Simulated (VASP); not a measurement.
# Al16N16F (a cell with a defect) in VASP: notebook, part 2 of 2

VASP 6.6.1.

## Step 4: Single point, PBE

INCAR

```
PREC     = Accurate       # precision mode
ENCUT    = 520            # plane-wave cutoff, eV
EDIFF    = 1E-6           # SCF threshold, eV
ISMEAR   = -1             # smearing method
SIGMA    = 0.01           # smearing width, eV
LREAL    = Auto         
LASPH    = True           # aspherical terms in the spheres
NELM     = 120            # most SCF steps
ALGO     = Normal         # electronic algorithm
ISIF     = 2              # what is computed and relaxed
LWAVE    = False          # write WAVECAR
LCHARG   = False          # write CHGCAR
GGA      = PE             # functional
NELECT   = 136.0        
NBANDS   = 90             # bands
GGA_COMPAT= False
```

KPOINTS

```
regular mesh
0
Gamma
  1 1 1
```

POSCAR

```
Al16N16F
1.0
    6.2604124000      0.0000000600      0.0000000000
   -3.1302062500      5.4216761500      0.0000000000
    0.0000000000      0.0000000000     10.0361163400
Al N F
16 16 1
Direct
    0.3270275091      0.1646156937      0.2498122695
    0.1670810390      0.3339004286      0.4997246774
    0.3341488863      0.1681811961      0.7497089258
    0.1696773763      0.3390931031      0.9960350858
    0.3342440130      0.6682263713      0.2437686967
    0.1670793561      0.8353940488      0.4997322500
    0.3342451065      0.6682260024      0.7458222630
    0.1696792407      0.8327885814      0.9960281110
    0.8378497447      0.1646118147      0.2498174508
    0.6675774670      0.3348901538      0.5089882208
    0.8342915169      0.1681767639      0.7497137085
    0.6675753773      0.3348875716      1.0010692044
    0.8378512492      0.6754348376      0.2498112731
    0.6685762353      0.8353899854      0.4997273676
    0.8342911763      0.6683169281      0.7497059365
    0.6633769598      0.8327858093      0.9960324952
    0.3455162457      0.1738656005      0.4535382857
    0.1745097531      0.3487652042      0.1830870566
    0.3339390492      0.1680758782      0.9421887590
    0.1674173397      0.3345797388      0.6929450361
    0.3342464849      0.6682322735      0.4402964105
    0.1745171419      0.8279509630      0.1830750001
    0.3342470034      0.6682221290      0.9327913989
    0.1674227436      0.8350524570      0.6929513135
    0.8286077633      0.1738611684      0.4535295174
    0.6675754381      0.3348860961      0.1961240716
    0.8343950710      0.1680701548      0.9421914493
    0.6675766238      0.3348859116      0.7020748626
    0.8286080876      0.6569510704      0.4535449616
    0.6537017350      0.8279478221      0.1830817756
    0.8343955094      0.6685223997      0.9421854709
    0.6678935170      0.8350487625      0.6929471286
    0.0009103842      0.0015425119      0.3175824086
```

Potentials or basis: VASP PAW PBE potentials, release 64 (Al, N, F).

Command:

```sh
> cat potpaw_PBE.64/Al/POTCAR potpaw_PBE.64/N/POTCAR potpaw_PBE.64/F/POTCAR > POTCAR
> mpirun -np 1 vasp_gam > vasp.out
```

OUTCAR:

```text
PREC = Accurate
   ENCUT = 520
   EDIFF = 1E-6
   ISMEAR = -1
   LREAL = Auto
   LASPH = True
   NELM = 120
   ISIF = 2
   GGA = PE
   NELECT = 136.0

 ion  position               nearest neighbor table
   1  0.327  0.165  0.250-  33 1.89  26 1.92  18 1.95  22 1.95  17 2.05   9 3.06  13 3.06   2 3.08
                             6 3.08  12 3.11   4 3.12   8 3.12   5 3.13   5 3.13  10 3.19  13 3.20
   2  0.167  0.334  0.500-  17 1.89  25 1.89  21 1.91  20 1.94  33 2.57   7 3.06   9 3.08   1 3.08
                             3 3.09  11 3.09   6 3.12  14 3.12  10 3.13  10 3.13  14 3.14   6 3.14
   3  0.334  0.168  0.750-  28 1.87  24 1.89  20 1.89  19 1.93  10 3.02   8 3.07   4 3.07   6 3.09
                             2 3.09  12 3.10  11 3.13  15 3.13   7 3.13   7 3.13  15 3.13  11 3.13
   4  0.170  0.339  0.996-  18 1.88  23 1.89  19 1.90  27 1.90   5 3.06  11 3.07   3 3.07   7 3.08
                             8 3.09  16 3.09   1 3.12   9 3.12  12 3.13  12 3.13  16 3.17   8 3.17
   5  0.334  0.668  0.244-  22 1.84  30 1.84  18 1.84  21 1.97   4 3.06  16 3.06   8 3.06   9 3.13
                            13 3.13   1 3.13   1 3.13  13 3.13   9 3.13   2 3.14  14 3.14   6 3.14
   6  0.167  0.835  0.500-  29 1.89  17 1.89  21 1.91  24 1.94  33 2.57   7 3.06   1 3.08  13 3.08
[... 273 lines left out ...]
      4      -7.6414      2.00000
      5      -6.9434      2.00000
      6      -6.9379      2.00000
[... 72 lines left out ...]
     79      12.1088      0.00000
     80      12.1088      0.00000
 [bands above 80 left out]

------------------------ aborting loop because EDIFF is reached ----------------------------------------

  FORCE on cell =-STRESS in cart. coord.  units (eV):
  Direction    XX          YY          ZZ          XY          YZ          ZX
  --------------------------------------------------------------------------------------
  -------------------------------------------------------------------------------------
  Total       31.5736040     31.5673434      2.6224755      0.0003490      0.0045634      0.0021846
  in kB      148.5020794    148.4726335     12.3344508      0.0016414      0.0214633      0.0102748
  external PRESSURE =     103.1030545 kB  Pullay stress =       0.0000000 kB

 VOLUME and BASIS-vectors are now :
 -----------------------------------------------------------------------------
  energy-cutoff  :      520.00
  volume of cell :      340.65
      direct lattice vectors                 reciprocal lattice vectors
     6.260412400  0.000000060  0.000000000     0.159733885  0.092222403  0.000000000
    -3.130206250  5.421676150  0.000000000    -0.000000002  0.184444804  0.000000000
     0.000000000  0.000000000 10.036116340     0.000000000  0.000000000  0.099640136

 POSITION                                       TOTAL-FORCE (eV/Angst)
 -----------------------------------------------------------------------------------
      1.53205      0.89249      2.50714         0.015242      0.006162     -0.001993
      0.00082      1.81030      5.01530        -0.000171     -0.001268      0.000189
      1.56547      0.91182      7.52417         0.000321      0.002098      0.001606
      0.00082      1.83845      9.99632         0.000602     -0.000435     -0.002369
      0.00082      3.62291      2.44649        -0.000023      0.001874      0.002387
     -1.56897      4.52924      5.01537        -0.001366      0.000999     -0.001911
[... 25 lines left out ...]
      1.56741      4.52736      6.95450        -0.001292     -0.000817      0.000124
      0.00087      0.00836      3.18729        -0.000255     -0.004128      0.009292
 -----------------------------------------------------------------------------------
    total drift:                                0.002385      0.006715      0.015930

  FREE ENERGIE OF THE ION-ELECTRON SYSTEM (eV)
  ---------------------------------------------------
  free  energy   TOTEN  =      -222.9785111805 eV

  energy  without entropy=     -222.9785111805  energy(sigma->0) =     -222.97851118
```

stdout:

```text
POSCAR found type information on POSCAR AlN F
 POSCAR found :  3 types and      33 ions
 scaLAPACK will be used
 LDA part: xc-table for (Slater+PW92), standard interpolation
 POSCAR, INCAR and KPOINTS ok, starting setup
 FFT: planning ... GRIDC
 FFT: planning ... GRID_SOFT
 FFT: planning ... GRID
 WAVECAR not read
 entering main loop
 the old and the new charge density differ
 old charge density:   135.00000 new  136.00000
    0.365E+01
```

Run time: 1.9 min. Hardware: 1 thread of Intel Xeon 8259CL, shared host; peak memory 0.42 GiB.

Results:

| Item | Value |
| --- | --- |
| Free energy | -222.9785 eV |
| Largest force | 0.017 eV/Å |

Forces in eV/Å, atoms in the order of the input:
```
Al   0.015  0.006 -0.002
Al   0.000 -0.001  0.000
Al   0.000  0.002  0.002
Al   0.001  0.000 -0.002
Al   0.000  0.002  0.002
Al  -0.001  0.001 -0.002
Al   0.000  0.001 -0.005
Al   0.002  0.002 -0.002
Al  -0.015  0.007 -0.002
Al   0.000  0.003  0.006
Al  -0.001  0.002  0.001
Al   0.000  0.001 -0.002
Al   0.000 -0.016 -0.003
Al   0.002  0.001 -0.002
Al   0.000  0.001  0.002
Al  -0.001  0.002 -0.002
N   -0.003 -0.002  0.000
N    0.000 -0.004  0.004
N   -0.002 -0.002  0.000
N    0.000  0.001  0.000
N    0.000 -0.001 -0.004
N   -0.003  0.001  0.004
N    0.000 -0.001  0.005
N    0.001 -0.001  0.000
N    0.003 -0.002  0.000
N    0.000  0.000 -0.002
N    0.002 -0.002  0.000
N    0.000  0.000 -0.009
N    0.000  0.003 -0.001
N    0.003  0.001  0.004
N    0.000  0.002  0.001
N   -0.001 -0.001  0.000
F    0.000 -0.004  0.009
```

Caveat: the k points lie up to 1.16 Å⁻¹ apart, too coarse for converged energies, forces and pressures; the cell carries a net charge on a neutralising background, which shifts energy and pressure; the cell is charged against a uniform background, so pressure and absolute levels hang on convention.

## Step 5: Single point, PBE

INCAR

```
SYSTEM = Al16N16F
PREC     = Accurate       ! precision mode
ENCUT    = 520            ! plane-wave cutoff, eV
EDIFF    = 1E-6           ! SCF threshold, eV
ISMEAR   = -1             ! smearing method
SIGMA    = 0.01           ! smearing width, eV
LREAL    = Auto         
LASPH    = .True.         ! aspherical terms in the spheres
NELM     = 120            ! most SCF steps
ALGO     = Normal         ! electronic algorithm
ISIF     = 2              ! what is computed and relaxed
LWAVE    = .False.        ! write WAVECAR
LCHARG   = .True.         ! write CHGCAR
GGA      = PE             ! functional
LELF     = .True.         ! ELF
LVHAR    = .True.       
NBANDS   = 90             ! bands
NELECT   = 136.0        
GGA_COMPAT= .False.
```

KPOINTS

```
regular mesh
0
Gamma
  1 1 1
  0 0 0
```

POSCAR

```
Al16N16F
1.0
    6.2604124000      0.0000000600      0.0000000000
   -3.1302062500      5.4216761500      0.0000000000
    0.0000000000      0.0000000000     10.0361163400
Al N F
16 16 1
Direct
    0.3303285859      0.1662207323      0.2438865710
    0.1654831253      0.3307359091      0.4999932075
    0.3336359719      0.1679080334      0.7528396188
    0.1730883260      0.3458638874      1.0009596999
    0.3342861723      0.6682643669      0.2570883908
    0.1654355703      0.8369183006      0.5000194129
    0.3342306664      0.6682357780      0.7424835213
    0.1730312484      0.8293964570      1.0009557143
    0.8361851890      0.1663398781      0.2438861724
    0.6675231989      0.3348359271      0.4987814838
    0.8345247385      0.1679384612      0.7528455972
    0.6675674810      0.3348829605      1.0028229705
    0.8361070902      0.6719637708      0.2439084918
    0.6717187284      0.8369656974      0.5000447215
    0.8344720674      0.6687448401      0.7528447005
    0.6566344361      0.8294403495      1.0009310036
    0.3370909803      0.1696052944      0.4431919529
    0.1841017126      0.3677488167      0.1856566760
    0.3337593210      0.1679681624      0.9467291608
    0.1653519943      0.3304487285      0.6930285346
    0.3342400727      0.6682367002      0.4548991707
    0.1840149385      0.8184727133      0.1856175175
    0.3342139821      0.6681905890      0.9286578278
    0.1653003139      0.8370547898      0.6930611169
    0.8327674842      0.1696561957      0.4432001234
    0.6675983107      0.3349855118      0.1942160627
    0.8345247572      0.1680221992      0.9467239795
    0.6675464402      0.3348693116      0.6963477468
    0.8327349473      0.6653025467      0.4431886647
    0.6347458110      0.8186245064      0.1855832413
    0.8344716371      0.6687276867      0.9467184993
    0.6719742994      0.8370896443      0.6930832370
    0.0008920465      0.0014952940      0.2597841547
```

Command:

```sh
> cat potpaw_PBE.64/Al/POTCAR potpaw_PBE.64/N/POTCAR potpaw_PBE.64/F/POTCAR > POTCAR
> mpirun -np 1 vasp_gam > vasp.out
```

Run time: 2.3 min. Hardware: 1 thread of Intel Xeon 8259CL, shared host; peak memory 0.41 GiB.

It converged, with:

```yaml
Free_energy: -221.8050 eV
Largest_force: 2.698 eV/Å
```

Forces on the atoms (eV/Å):
```
Al   0.035  0.023  0.016
Al   0.002  0.005 -0.035
Al   0.012  0.010 -0.066
Al  -0.001 -0.025 -0.194
Al   0.001  0.000 -0.377
Al   0.004 -0.002 -0.038
Al  -0.002 -0.007 -0.031
Al  -0.020  0.013 -0.197
Al  -0.026  0.015  0.015
Al  -0.001  0.003  0.098
Al  -0.010  0.011 -0.065
Al   0.000  0.007 -0.072
Al  -0.003 -0.019  0.012
Al  -0.005 -0.004 -0.040
Al   0.000 -0.011 -0.064
Al   0.020  0.014 -0.195
N    0.073  0.043  0.083
N   -0.004 -0.207 -0.340
N    0.001  0.000 -0.098
N    0.000  0.023 -0.037
N    0.000 -0.002 -0.273
N   -0.178  0.095 -0.338
N    0.001  0.003 -0.070
N    0.020 -0.011 -0.039
N   -0.072  0.043  0.081
N    0.001 -0.013 -0.007
N   -0.002  0.000 -0.097
N    0.000 -0.002  0.056
N    0.001 -0.088  0.085
N    0.179  0.096 -0.335
N    0.001 -0.005 -0.097
N   -0.019 -0.011 -0.040
F   -0.008  0.003  2.698
```

Levels at points of the mesh, in eV from the Fermi level:
```tsv
k point	band 65	band 66	band 67	band 68	band 69	band 70	band 71	band 72
(0.00, 0.00, 0.00)	-1.20	-0.83	-0.26	-0.25	3.05	4.07	4.08	4.15
```

Caveat: the k points lie up to 1.16 Å⁻¹ apart, too coarse for converged energies, forces and pressures; the cell carries a net charge on a neutralising background, which shifts energy and pressure; the cell is charged against a uniform background, so pressure and absolute levels hang on convention.
